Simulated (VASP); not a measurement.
# Ni (P6_3/mmc) in VASP: notebook, part 2 of 2

VASP 6.6.1. Earlier steps stand in the parts before.

## (3) Single point, PBEsol, collinear spin, ferromagnetic start

The input, INCAR:

```
PREC = Accurate
ENCUT = 520
EDIFF = 1E-6
ISMEAR = 0
SIGMA = 0.15
LREAL = F
LASPH = T
NELM = 150
ALGO = Normal
ISIF = 2
LWAVE = F
LCHARG = T
ISPIN = 2
MAGMOM = 1.5 1.5
LORBIT = 11
LMAXMIX = 4
GGA = PS
LELF = T
LVHAR = T
NBANDS = 21
```

The input, KPOINTS:

```
Automatic mesh
0
Gamma
  14 14 8
```

The input, POSCAR:

```
Ni
1.0
    2.4480230000      0.0000000000      0.0000000000
   -1.2240110000      2.1200500000      0.0000000000
    0.0000000000      0.0000000000      4.0728080000
Ni
2
Direct
    0.3333333333      0.6666666667      0.2500000000
    0.6666666667      0.3333333333      0.7500000000
```

Potentials or basis: VASP PAW PBE potentials, release 64 (Ni).

Run with:

```console
$ cat potpaw_PBE.64/Ni/POTCAR > POTCAR
$ mpirun -np 1 vasp_std > vasp.out
```

OUTCAR:

```text
PREC = Accurate
   ENCUT = 520
   EDIFF = 1E-6
   ISMEAR = 0
   LREAL = F
   LASPH = T
   NELM = 150
   ISIF = 2
   ISPIN = 2
   LORBIT = 11
   GGA = PS

 ion  position               nearest neighbor table
   1  0.333  0.667  0.250-   2 2.48   2 2.48   2 2.48   2 2.48   2 2.48   2 2.48
   2  0.667  0.333  0.750-   1 2.48   1 2.48   1 2.48   1 2.48   1 2.48   1 2.48

  LATTYP: Found a hexagonal cell.
 ALAT       =     2.4480230000
 C/A-ratio  =     1.6637131269

  Lattice vectors:

 A1 = (   2.4480230000,   0.0000000000,   0.0000000000)
 A2 = (  -1.2240110000,   2.1200500000,   0.0000000000)
 A3 = (   0.0000000000,   0.0000000000,   4.0728080000)

Analysis of symmetry for initial positions (statically):
=====================================================================
 Subroutine PRICEL returns:
 Original cell was already a primitive cell.

 Routine SETGRP: Setting up the symmetry group for a
 hexagonal supercell.

 Subroutine GETGRP returns: Found 24 space group operations
 (whereof 12 operations were pure point group operations)
 out of a pool of 24 trial point group operations.

The static configuration has the point symmetry D_3d.
 The point group associated with its full space group is D_6h.

Analysis of symmetry for dynamics (positions and initial velocities):
=====================================================================
 Subroutine PRICEL returns:
 Original cell was already a primitive cell.

 Routine SETGRP: Setting up the symmetry group for a
 hexagonal supercell.

 Subroutine GETGRP returns: Found 24 space group operations
 (whereof 12 operations were pure point group operations)
 out of a pool of 24 trial point group operations.

The dynamic configuration has the point symmetry D_3d.
 The point group associated with its full space group is D_6h.

Analysis of structural, dynamic, and magnetic symmetry:
=====================================================================
 Subroutine PRICEL returns:
[... 143 lines left out ...]
  energy-cutoff  :      520.00
  volume of cell :       21.14
 maximum number of plane-waves:       592
   NGX =  9   NGY =  9   NGZ = 15

 number of electron      19.9999997 magnetization       1.1996220

 Free energy of the ion-electron system (eV)
  ---------------------------------------------------
  ext. energy  EPLUGINS =         0.00000000
  ---------------------------------------------------
  free energy    TOTEN  =       -12.23170496 eV

  energy without entropy =      -12.18205547  energy(sigma->0) =      -12.20688022

 E-fermi :   9.6152     XC(G=0): -13.6065

 val. band max:        9.6127099986   @ k =   0.1429   0.0714   0.5000
 cond. band min:       9.6166427705   @ k =   0.1429   0.1429   0.2500
 fundamental gap:      0.0039327719
 Fermi energy:         9.6152114807

 spin component 1

 k-point     1 :       0.0000    0.0000    0.0000
  band No.  band energies     occupation
      1       0.3386      1.00000
      2       4.5893      1.00000
      3       7.0683      1.00000
      4       7.2240      1.00000
      5       7.2240      1.00000
      6       7.4895      1.00000
[... 565 lines left out ...]
     20      43.1325      0.00000
     21      45.6127      0.00000

 [... further k-points ...]

 spin component 2

 k-point     1 :       0.0000    0.0000    0.0000
  band No.  band energies     occupation
      1       0.3313      1.00000
      2       4.9618      1.00000
      3       7.7206      1.00000
      4       7.8587      1.00000
      5       7.8587      1.00000
      6       8.1414      1.00000
[... 565 lines left out ...]
     20      43.1571      0.00000
     21      45.6488      0.00000

 [... further k-points ...]
[... 5 lines left out ...]
  --------------------------------------------------------------------------------------
  -------------------------------------------------------------------------------------
  Total       -0.2857564     -0.2857563     -0.7225698     -0.0000001      0.0000000      0.0000000
  in kB      -21.6596264    -21.6596242    -54.7690020     -0.0000051      0.0000000      0.0000000
  external PRESSURE =     -32.6960842 kB  Pullay stress =       0.0000000 kB

 VOLUME and BASIS-vectors are now :
 -----------------------------------------------------------------------------
  energy-cutoff  :      520.00
  volume of cell :       21.14
      direct lattice vectors                 reciprocal lattice vectors
     2.448023000  0.000000000  0.000000000     0.408492894  0.235843398  0.000000000
    -1.224011000  2.120050000  0.000000000     0.000000000  0.471686989  0.000000000
     0.000000000  0.000000000  4.072808000     0.000000000  0.000000000  0.245530848

 POSITION                                       TOTAL-FORCE (eV/Angst)
 -----------------------------------------------------------------------------------
      0.00000      1.41337      1.01820         0.000000     -0.000000      0.000000
      1.22401      0.70668      3.05461        -0.000000      0.000000      0.000000
 -----------------------------------------------------------------------------------
    total drift:                               -0.000000      0.000000     -0.000000

  FREE ENERGIE OF THE ION-ELECTRON SYSTEM (eV)
  ---------------------------------------------------
  free  energy   TOTEN  =       -12.2317049609 eV

  energy  without entropy=      -12.1820554702  energy(sigma->0) =      -12.20688022

 total charge

# of ion       s       p       d       tot
------------------------------------------
    1        0.512   0.528   8.328   9.368
    2        0.512   0.528   8.328   9.368
--------------------------------------------------
tot          1.023   1.057  16.656  18.736

 magnetization (x)

# of ion       s       p       d       tot
------------------------------------------
    1       -0.005  -0.023   0.634   0.606
    2       -0.005  -0.023   0.634   0.606
--------------------------------------------------
tot         -0.010  -0.046   1.269   1.213
```

OSZICAR:

```text
N       E                     dE             d eps       ncg     rms          rms(c)
DAV:   1     0.954225671521E+02    0.95423E+02   -0.88336E+03 10840   0.136E+03
DAV:   2    -0.881255633390E+01   -0.10424E+03   -0.96066E+02 10265   0.236E+02
DAV:   3    -0.144842553754E+02   -0.56717E+01   -0.54886E+01 11409   0.628E+01
DAV:   4    -0.145515729430E+02   -0.67318E-01   -0.67270E-01 11589   0.646E+00
DAV:   5    -0.145533322908E+02   -0.17593E-02   -0.17593E-02 11514   0.103E+00    0.159E+01
DAV:   6    -0.129695592870E+02    0.15838E+01   -0.80933E+00 11851   0.626E+01    0.902E+00
DAV:   7    -0.122706463741E+02    0.69891E+00   -0.17842E+00 11737   0.253E+01    0.263E+00
DAV:   8    -0.122395377192E+02    0.31109E-01   -0.13450E-02 14668   0.147E+00    0.127E+00
DAV:   9    -0.122335794228E+02    0.59583E-02   -0.77415E-04 14523   0.277E-01    0.455E-01
DAV:  10    -0.122317042153E+02    0.18752E-02   -0.18994E-04 16843   0.213E-01    0.561E-02
DAV:  11    -0.122317211448E+02   -0.16929E-04   -0.30443E-05 12442   0.588E-02    0.338E-02
DAV:  12    -0.122317056573E+02    0.15487E-04   -0.27992E-06 13202   0.212E-02    0.227E-02
DAV:  13    -0.122317049609E+02    0.69637E-06   -0.17840E-06  7684   0.140E-02
   1 F= -.12231705E+02 E0= -.12206880E+02  d E =-.496495E-01  mag=     1.1993
```

It took 2.2 min on 1 thread of Intel Xeon 8259CL, shared host; peak memory 0.19 GiB.

What came out:

| Property | Result |
| --- | --- |
| Free energy | -12.2317 eV |
| Pressure | -3.3 GPa |
| Net moment | 1.20 μB per cell |
| Site moments | Ni +0.61 μB |
| Valence electrons inside the program's atomic spheres | Ni 9.37 |

Stress tensor (GPa, compression positive):
```
-2.17  0.00  0.00
 0.00 -2.17  0.00
 0.00  0.00 -5.48
```

Caveat: the cell stands under tension; the PAW data sets were made with another functional, which shifts forces and pressure a little.

## (4) Single point, PBEsol, collinear spin, ferromagnetic start

The input, INCAR:

```
PREC = Accurate ; ENCUT = 520
EDIFF = 1E-6 ; ISMEAR = 0
SIGMA = 0.1 ; LREAL = False
LASPH = True ; NELM = 150
ALGO = Normal ; ISIF = 2
LWAVE = False ; LCHARG = False
ISPIN = 2 ; MAGMOM = 1.5 1.5
LORBIT = 11 ; LMAXMIX = 4
GGA = PS ; NBANDS = 21
```

KPOINTS is that of step 3.

POSCAR is that of step 3.

Run with:

```console
$ cat potpaw_PBE.64/Ni/POTCAR > POTCAR
$ mpirun -np 1 vasp_std > vasp.out
```

It took 1.8 min on 1 thread of Intel Xeon 8259CL, shared host; peak memory 0.19 GiB.

Results (log left out):

- Free energy: -12.2176 eV
- Pressure: -3.4 GPa
- Net moment: 1.19 μB per cell
- Site moments: Ni +0.60 μB
- Valence electrons inside the program's atomic spheres: Ni 9.37

Stress tensor (GPa, compression positive):
```
-2.41  0.00  0.00
 0.00 -2.41  0.00
 0.00  0.00 -5.39
```

Levels at points of the mesh, in eV from the Fermi level:
Spin up:
```
           k point  band 7  band 8  band 9  band 10  band 11  band 12  band 13  band 14  band 15  band 16
(0.00, 0.00, 0.00)   -2.13   -1.62   -1.62    -0.68    -0.68    -0.60     5.59    23.04    25.25    25.25
(0.50, 0.00, 0.00)   -2.11   -0.55   -0.52    -0.44     1.23     3.17     9.38     9.94    12.52    13.50
(0.00, 0.00, 0.50)   -2.42   -2.42   -0.98    -0.98    -0.98    -0.98    14.19    14.19    23.76    23.76
(0.50, 0.00, 0.50)   -0.99   -0.99   -0.48    -0.48     1.44     1.44     7.02     7.02    18.69    18.69
```
Spin down:
| k point | band 7 | band 8 | band 9 | band 10 | band 11 | band 12 |
| --- | --- | --- | --- | --- | --- | --- |
| (0.00, 0.00, 0.00) | -1.48 | -0.98 | -0.98 | -0.63 | -0.01 | -0.01 |
| (0.50, 0.00, 0.00) | -1.49 | 0.17 | 0.17 | 0.29 | 1.68 | 3.53 |
| (0.00, 0.00, 0.50) | -1.79 | -1.79 | -0.31 | -0.31 | -0.31 | -0.31 |
| (0.50, 0.00, 0.50) | -0.42 | -0.42 | 0.24 | 0.24 | 1.61 | 1.61 |

Caveat: the cell stands under tension; the PAW data sets were made with another functional, which shifts forces and pressure a little.

## (5) The runs side by side

```csv
smearing,gap on the mesh (eV),pressure (GPa),moment (μB)
gaussian 0.25 eV,none,-2.9,1.21
gaussian 0.15 eV,none,-3.3,1.20
gaussian 0.1 eV,none,-3.4,1.19
```

Alike in all rows: task single point; level PBEsol; potentials or basis VASP PAW PBE potentials, release 64 (Ni); spin collinear, ferromagnetic start; cell as given; k mesh 14 × 14 × 8; cutoff (eV) 520.

Caveats: the PAW data sets were made with another functional, which shifts forces and pressure a little; the cell stands under tension (at least some runs).

Absolute energies hang on the potentials; compare differences alone.
